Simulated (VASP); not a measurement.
# LiNbO3 (Pm-3m) in VASP: further runs

Runs on LiNbO3. Level: PBE. Tasks: single point.

Program: VASP 6.6.1. These are calculated values, not measurements. Logs are shortened: lines on timing, memory, paths and dates and some standing lists are left out, and cuts for length are marked.

### Step 1. The cell of the first run

Symmetry: Pm-3m, No. 221, cubic system. The conventional cell has a = 3.956 Å, b = 3.956 Å, c = 3.956 Å, α = 90.00°, β = 90.00°, γ = 90.00°. Li (site symmetry m-3m) has 12 O at 2.80 Å and 8 Nb at 3.43 Å within 3.7 Å. Nb (site symmetry m-3m) has 6 O at 1.98 Å within 2.6 Å. O (site symmetry 4/mmm) has 2 Nb at 1.98 Å within 2.6 Å.

### Step 2. Single point, PBE

Input file INCAR:

```
SYSTEM = LiNbO3
ALGO = Normal
EDIFF = 1E-7
ENCUT = 520
GGA = PE
ISIF = 2
ISMEAR = 0
LASPH = .TRUE.
LCHARG = .FALSE.
LREAL = .FALSE.
LWAVE = .FALSE.
NBANDS = 25
NELM = 60
PREC = Accurate
SIGMA = 0.01
```

Input file KPOINTS:

```
k-points
0
G
  6 6 6
  0 0 0
```

Input file POSCAR:

```
LiNbO3
1.0
    3.9560242182      0.0000000000      0.0000000000
    0.0000000000      3.9560242182      0.0000000000
    0.0000000000      0.0000000000      3.9560242182
Li Nb O
1 1 3
Direct
    0.0000000000      0.0000000000      0.0000000000
    0.5000000000      0.5000000000      0.5000000000
    0.5000000000      0.5000000000      0.0000000000
    0.5000000000      0.0000000000      0.5000000000
    0.0000000000      0.5000000000      0.5000000000
```

Potentials or basis: VASP PAW PBE potentials, release 64 (Li_sv, Nb_sv, O).

Run with:

```sh
$ cat potpaw_PBE.64/Li_sv/POTCAR potpaw_PBE.64/Nb_sv/POTCAR potpaw_PBE.64/O/POTCAR > POTCAR
$ mpirun -np 1 vasp_std > vasp.out
```

OUTCAR:

```text
SYSTEM = LiNbO3
   EDIFF = 1E-7
   ENCUT = 520
   GGA = PE
   ISIF = 2
   ISMEAR = 0
   LASPH = .TRUE.
   LREAL = .FALSE.
   NELM = 60
   PREC = Accurate

 ion  position               nearest neighbor table
   1  0.000  0.000  0.000-
   2  0.500  0.500  0.500-   3 1.98   4 1.98   5 1.98   3 1.98   4 1.98   5 1.98
   3  0.500  0.500  0.000-   2 1.98   2 1.98
   4  0.500  0.000  0.500-   2 1.98   2 1.98
   5  0.000  0.500  0.500-   2 1.98   2 1.98

  LATTYP: Found a simple cubic cell.
 ALAT       =     3.9560242182

  Lattice vectors:

 A1 = (   3.9560242182,   0.0000000000,   0.0000000000)
 A2 = (   0.0000000000,   3.9560242182,   0.0000000000)
 A3 = (   0.0000000000,   0.0000000000,   3.9560242182)

Analysis of symmetry for initial positions (statically):
=====================================================================
 Subroutine PRICEL returns:
 Original cell was already a primitive cell.

 Routine SETGRP: Setting up the symmetry group for a
 simple cubic supercell.

 Subroutine GETGRP returns: Found 48 space group operations
 (whereof 48 operations were pure point group operations)
 out of a pool of 48 trial point group operations.

The static configuration has the point symmetry O_h .

Analysis of symmetry for dynamics (positions and initial velocities):
=====================================================================
 Subroutine PRICEL returns:
 Original cell was already a primitive cell.

 Routine SETGRP: Setting up the symmetry group for a
 simple cubic supercell.

 Subroutine GETGRP returns: Found 48 space group operations
 (whereof 48 operations were pure point group operations)
 out of a pool of 48 trial point group operations.

The dynamic configuration has the point symmetry O_h .

 Subroutine INISYM returns: Found 48 space group operations
 (whereof 48 operations are pure point group operations),
 and found     1 'primitive' translations

----------------------------------------------------------------------------------------

                                     Primitive cell

  volume of cell :      61.9123

  direct lattice vectors                    reciprocal lattice vectors
     3.956024218  0.000000000  0.000000000     0.252779039  0.000000000  0.000000000
     0.000000000  3.956024218  0.000000000     0.000000000  0.252779039  0.000000000
     0.000000000  0.000000000  3.956024218     0.000000000  0.000000000  0.252779039

  length of vectors
     3.956024218  3.956024218  3.956024218     0.252779039  0.252779039  0.252779039

  position of ions in fractional coordinates (direct lattice)
     0.000000000  0.000000000  0.000000000
     0.500000000  0.500000000  0.500000000
     0.500000000  0.500000000  0.000000000
     0.500000000  0.000000000  0.500000000
     0.000000000  0.500000000  0.500000000

  ion indices of the primitive-cell ions
   primitive index   ion index
                 1           1
                 2           2
                 3           3
                 4           4
                 5           5

----------------------------------------------------------------------------------------

 KPOINTS: k-points

Automatic generation of k-mesh.
 Grid dimensions read from file:
 generate k-points for:    6    6    6

 Generating k-lattice:

  Cartesian coordinates                     Fractional coordinates (reciprocal lattice)
     0.042129840  0.000000000  0.000000000     0.166666667  0.000000000  0.000000000
     0.000000000  0.042129840  0.000000000     0.000000000  0.166666667  0.000000000
     0.000000000  0.000000000  0.042129840     0.000000000  0.000000000  0.166666667

  Length of vectors
     0.042129840  0.042129840  0.042129840

  Shift w.r.t. Gamma in fractional coordinates (k-lattice)
     0.000000000  0.000000000  0.000000000

 Subroutine IBZKPT returns following result:
 ===========================================

 Found     20 irreducible k-points:

 Following reciprocal coordinates:
            Coordinates               Weight
  0.000000  0.000000  0.000000      1.000000
  0.166667  0.000000  0.000000      6.000000
  0.333333  0.000000  0.000000      6.000000
  0.500000  0.000000  0.000000      3.000000
  0.166667  0.166667  0.000000     12.000000
  0.333333  0.166667  0.000000     24.000000
[... 12 lines left out ...]
  0.500000  0.500000  0.333333      6.000000
  0.500000  0.500000  0.500000      1.000000
   k-points           NKPTS =     20   k-points in BZ     NKDIM =     20   number of bands    NBANDS=     25
   number of dos      NEDOS =    301   number of ions     NIONS =      5
   total plane-waves  NPLWV =  27000
   dimension x,y,z NGX =    30 NGY =   30 NGZ =   30
   dimension x,y,z NGXF=    60 NGYF=   60 NGZF=   60
   ions per type =               1   1   3
   NGX,Y,Z   is equivalent  to a cutoff of  12.61, 12.61, 12.61 a.u.
   NGXF,Y,Z  is equivalent  to a cutoff of  25.21, 25.21, 25.21 a.u.
 SYSTEM =  LiNbO3
   PREC   = accura    normal or accurate (medium, high low for compatibility)
   ISTART =      0    job   : 0-new  1-cont  2-samecut
   ICHARG =      2    charge: 1-file 2-atom 10-const
   ISPIN  =      1    spin polarized calculation?
   LNONCOLLINEAR =      F non collinear calculations
   LSORBIT =      F    spin-orbit coupling
   LASPH  =      T    aspherical Exc in radial PAW
   ENCUT  =  520.0 eV  38.22 Ry    6.18 a.u.   7.36  7.36  7.36*2*pi/ulx,y,z
   NELM   =     60;   NELMIN=  2; NELMDL= -5     # of ELM steps
   EDIFF  = 0.1E-06   stopping-criterion for ELM
   LREAL  =      F    real-space projection
   EDIFFG = 0.1E-05   stopping-criterion for IOM
   NSW    =      0    number of steps for IOM
   IBRION =     -1    ionic relax: 0-MD 1-quasi-New 2-CG
   NFREE  =      0    steps in history (QN), initial steepest desc. (CG)
   ISIF   =      2    stress and relaxation
   ISYM   =      2    0-nonsym 1-usesym 2-fastsym
   POTIM  = 0.5000    time-step for ionic-motion
   TEBEG  =    0.0;   TEEND  =   0.0 temperature during run
   PSTRESS=    0.0 pullay stress
   NELECT =      34.0000    total number of electrons
   NUPDOWN=      -1.0000    fix difference up-down
   EMIN   =  10.00;   EMAX   =-10.00  energy-range for DOS
   EFERMI =   0.00;   METHOD = LEGACY
   ISMEAR =     0;   SIGMA  =   0.01  broadening in eV -4-tet -1-fermi 0-gaus
   EFERMI_NEDOS =   21; number of points for ismear=-14 and -15
   IALGO  =     38    algorithm
   IMIX   =      4    mixing-type and parameters
     AMIX     =   0.40;   BMIX     =  1.00
     AMIX_MAG =   1.60;   BMIX_MAG =  1.00
  volume/ion in A,a.u.               =      12.38        83.56
  Fermi-wavevector in a.u.,A,eV,Ry     =   1.340630  2.533423 24.453591  1.797288
  Thomas-Fermi vector in A             =   2.468927
   LORBIT       =      0    0 simple, 1 ext, 2 COOP (PROOUT), +10 PAW based schemes
   GGA     = PE    functional components
   LHFCALC =     F    Hartree Fock is set to
   AEXX    =    0.0000 exact exchange contribution
   IVDW    =     0    specifies the selected vdW correction
   LEPSILON=     F    determine dielectric tensor
   LRPA    =     F    only Hartree local field effects (RPA)
 non-spin polarized calculation
 Gauss-broadening in eV      SIGMA  =   0.01
  energy-cutoff  :      520.00
  volume of cell :       61.91
 maximum number of plane-waves:      1743
 NGX is ok and might be reduce to    30
   NGX = 15   NGY = 15   NGZ = 15

 number of electron      33.9999980 magnetization

 Free energy of the ion-electron system (eV)
  ---------------------------------------------------
  ext. energy  EPLUGINS =         0.00000000
  ---------------------------------------------------
  free energy    TOTEN  =       -39.20515293 eV

  energy without entropy =      -39.20515293  energy(sigma->0) =      -39.20515293

 E-fermi :   3.4098     XC(G=0):  -9.9062

 val. band max:        3.2125866451   @ k =   0.5000   0.5000   0.5000
 cond. band min:       4.8902924966   @ k =   0.0000   0.0000   0.0000
 fundamental gap:      1.6777058515
 Fermi energy:         3.4097519025

 k-point     1 :       0.0000    0.0000    0.0000
  band No.  band energies     occupation
      1     -51.6713      2.00000
      2     -42.3993      2.00000
      3     -27.7531      2.00000
      4     -27.7531      2.00000
      5     -27.7531      2.00000
      6     -14.1834      2.00000
[... 17 lines left out ...]
     24      14.2915      0.00000
     25      14.2917      0.00000

 k-point     2 :       0.1667    0.0000    0.0000
  band No.  band energies     occupation
      1     -51.6705      2.00000
      2     -42.3992      2.00000
      3     -27.7930      2.00000
      4     -27.7517      2.00000
      5     -27.7517      2.00000
      6     -14.0925      2.00000
[... 17 lines left out ...]
     24      12.9408      0.00000
     25      14.1478      0.00000

 k-point     3 :       0.3333    0.0000    0.0000
  band No.  band energies     occupation
      1     -51.6691      2.00000
      2     -42.3990      2.00000
      3     -27.8713      2.00000
      4     -27.7491      2.00000
      5     -27.7491      2.00000
      6     -14.0092      2.00000
[... 17 lines left out ...]
     24      11.9403      0.00000
     25      13.8947      0.00000

 k-point     4 :       0.5000    0.0000    0.0000
  band No.  band energies     occupation
      1     -51.6684      2.00000
      2     -42.3990      2.00000
      3     -27.9097      2.00000
      4     -27.7477      2.00000
      5     -27.7477      2.00000
      6     -13.9873      2.00000
[... 17 lines left out ...]
     24      12.3265      0.00000
     25      13.7915      0.00000
[... 365 lines left out ...]
 k-point    18 :       0.5000    0.3333    0.3333
  band No.  band energies     occupation
      1     -51.6642      2.00000
      2     -42.3987      2.00000
      3     -27.9007      2.00000
      4     -27.8614      2.00000
      5     -27.8608      2.00000
      6     -12.9612      2.00000
[... 17 lines left out ...]
     24      13.1939      0.00000
     25      13.2281      0.00000

 k-point    19 :       0.5000    0.5000    0.3333
  band No.  band energies     occupation
      1     -51.6635      2.00000
      2     -42.3986      2.00000
      3     -27.8991      2.00000
      4     -27.8991      2.00000
      5     -27.8596      2.00000
      6     -12.9062      2.00000
[... 17 lines left out ...]
     24      13.0889      0.00000
     25      13.6024      0.00000

 k-point    20 :       0.5000    0.5000    0.5000
  band No.  band energies     occupation
      1     -51.6628      2.00000
      2     -42.3985      2.00000
      3     -27.8976      2.00000
      4     -27.8976      2.00000
      5     -27.8976      2.00000
      6     -12.5627      2.00000
[... 17 lines left out ...]
     24      13.1524      0.00000
     25      14.6182      0.00000

------------------------ aborting loop because EDIFF is reached ----------------------------------------

  FORCE on cell =-STRESS in cart. coord.  units (eV):
  Direction    XX          YY          ZZ          XY          YZ          ZX
  --------------------------------------------------------------------------------------
  -------------------------------------------------------------------------------------
  Total       -0.1522684     -0.1522684     -0.1522684     -0.0000000     -0.0000000      0.0000000
  in kB       -3.9404297     -3.9404297     -3.9404297     -0.0000000     -0.0000000      0.0000000
  external PRESSURE =      -3.9404297 kB  Pullay stress =       0.0000000 kB

 VOLUME and BASIS-vectors are now :
 -----------------------------------------------------------------------------
  energy-cutoff  :      520.00
  volume of cell :       61.91
      direct lattice vectors                 reciprocal lattice vectors
     3.956024218  0.000000000  0.000000000     0.252779039  0.000000000  0.000000000
     0.000000000  3.956024218  0.000000000     0.000000000  0.252779039  0.000000000
     0.000000000  0.000000000  3.956024218     0.000000000  0.000000000  0.252779039

 POSITION                                       TOTAL-FORCE (eV/Angst)
 -----------------------------------------------------------------------------------
      0.00000      0.00000      0.00000         0.000000      0.000000      0.000000
      1.97801      1.97801      1.97801         0.000000      0.000000      0.000000
      1.97801      1.97801      0.00000         0.000000      0.000000      0.000000
      1.97801      0.00000      1.97801         0.000000      0.000000      0.000000
      0.00000      1.97801      1.97801         0.000000      0.000000      0.000000
 -----------------------------------------------------------------------------------
    total drift:                                0.000000      0.000000     -0.000000

  FREE ENERGIE OF THE ION-ELECTRON SYSTEM (eV)
  ---------------------------------------------------
  free  energy   TOTEN  =       -39.2051529273 eV

  energy  without entropy=      -39.2051529273  energy(sigma->0) =      -39.20515293
```

Wall time 36 s (1 thread of Intel Xeon 6975P-C (Granite Rapids), shared host); peak memory 0.18 GiB.

What came out:

```
Free energy            : -39.2052 eV
Band gap on the k mesh : 1.68 eV, indirect (least direct gap 2.48 eV)
```

Levels at points of the mesh, in eV from the valence-band top:
```
           k point  band 15  band 16  band 17  band 18  band 19  band 20
(0.00, 0.00, 0.00)    -0.80    -0.80    -0.80     1.68     1.68     1.68
(0.50, 0.00, 0.00)    -1.43    -0.85    -0.85     1.75     4.34     4.34
(0.50, 0.50, 0.00)    -1.97    -1.48    -0.02     4.37     4.37     5.52
(0.50, 0.50, 0.50)     0.00     0.00     0.00     5.50     5.50     5.50
```

Caveat: the cutoff is under 1.25 times the usual one of these potentials, so pressure, stress and relaxed cells hold a basis-set (Pulay) error. A hybrid or GW would open this gap; PBE tends to underestimate it.

### Step 3. Single point, PBE (volume changed by +3%)

Input file INCAR:

```
SYSTEM = LiNbO3
  ALGO = Normal
  EDIFF = 1E-6
  ENCUT = 520
  GGA = PE
  ISIF = 2
  ISMEAR = 0
  LASPH = .True.
  LCHARG = .False.
  LREAL = .False.
  LWAVE = .False.
  NBANDS = 25
  NELM = 80
  PREC = Accurate
  SIGMA = 0.01
```

Input file KPOINTS:

```
k-points
0
Gamma
  6 6 6
  0 0 0
```

Changes to POSCAR since step 2:

```diff
@@ -2,5 +2,5 @@
 1.0
-    3.9560242182      0.0000000000      0.0000000000
-    0.0000000000      3.9560242182      0.0000000000
-    0.0000000000      0.0000000000      3.9560242182
+    3.9951953223      0.0000000000      0.0000000000
+    0.0000000000      3.9951953223      0.0000000000
+    0.0000000000      0.0000000000      3.9951953223
 Li Nb O
```

Potentials or basis: VASP PAW PBE potentials, release 64 (Li_sv, Nb_sv, O).

Run with:

```sh
$ cat potpaw_PBE.64/Li_sv/POTCAR potpaw_PBE.64/Nb_sv/POTCAR potpaw_PBE.64/O/POTCAR > POTCAR
$ mpirun -np 1 vasp_std > vasp.out
```

Run time: 33 s. Hardware: 1 thread of Intel Xeon 6975P-C (Granite Rapids), shared host; peak memory 0.17 GiB.

Results (log left out):

```yaml
Free_energy: -39.1730 eV
Band_gap_on_the_k_mesh: 1.61 eV, indirect (least direct gap 2.42 eV)
```

Levels at points of the mesh, in eV from the valence-band top:
| k point | band 13 | band 14 | band 15 | band 16 | band 17 | band 18 | band 19 | band 20 | band 21 | band 22 |
| --- | --- | --- | --- | --- | --- | --- | --- | --- | --- | --- |
| (0.00, 0.00, 0.00) | -1.04 | -1.04 | -0.81 | -0.81 | -0.81 | 1.61 | 1.61 | 1.61 | 4.46 | 5.35 |
| (0.50, 0.00, 0.00) | -2.06 | -2.06 | -1.36 | -0.84 | -0.84 | 1.68 | 4.16 | 4.16 | 5.37 | 6.41 |
| (0.50, 0.50, 0.00) | -2.71 | -1.89 | -1.89 | -1.53 | -0.02 | 4.19 | 4.19 | 5.28 | 6.72 | 8.23 |
| (0.50, 0.50, 0.50) | -4.58 | -4.51 | 0.00 | 0.00 | 0.00 | 5.27 | 5.27 | 5.27 | 6.81 | 9.80 |

Caveat: the cutoff is under 1.25 times the usual one of these potentials, so pressure, stress and relaxed cells hold a basis-set (Pulay) error. A k mesh can miss the band edges.
